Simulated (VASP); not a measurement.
A run of VASP 6.6.1 is set up as follows.

Contents of INCAR:

```
SYSTEM = Mg
PREC     = Accurate       ! precision mode
ENCUT    = 600            ! plane-wave cutoff, eV
EDIFF    = 1E-6           ! SCF threshold, eV
ISMEAR   = -1             ! smearing method
SIGMA    = 0.1            ! smearing width, eV
LREAL    = .FALSE.        ! projectors in reciprocal space
LASPH    = .TRUE.         ! aspherical terms in the spheres
NELM     = 60             ! most SCF steps
ALGO     = Normal         ! electronic algorithm
ISIF     = 3              ! what is computed and relaxed
LWAVE    = .FALSE.        ! write WAVECAR
LCHARG   = .FALSE.        ! write CHGCAR
GGA      = PE             ! functional
IBRION   = 2              ! ionic algorithm
NSW      = 80             ! ionic steps
EDIFFG   = -0.01          ! ionic threshold
```

KPOINTS

```
Automatic mesh
0
G
  12 12 12
  0 0 0
```

The input POSCAR:

```
Mg
1.0
   -1.7976546712      1.7976546712      1.7976546712
    1.7976546712     -1.7976546712      1.7976546712
    1.7976546712      1.7976546712     -1.7976546712
Mg
1
Direct
    0.0000000000      0.0000000000      0.0000000000
```

Potentials or basis: VASP PAW PBE potentials, release 64 (Mg).

Launch:

```sh
$ cat potpaw_PBE.64/Mg/POTCAR > POTCAR
$ mpirun -np 1 vasp_std > vasp.out
```

(1) What does it give for the relaxed cell?

(2) Estimate the band gap on the k mesh.

(3) Predict the relaxed volume.

Results:

(1) a = 3.096 Å, b = 3.096 Å, c = 3.096 Å, α = 109.47°, β = 109.47°, γ = 109.47°.

(2) zero (band 1 reaches 6.54 eV, above the bottom of band 2 at 1.76 eV).

(3) 22.84 Å³/atom.
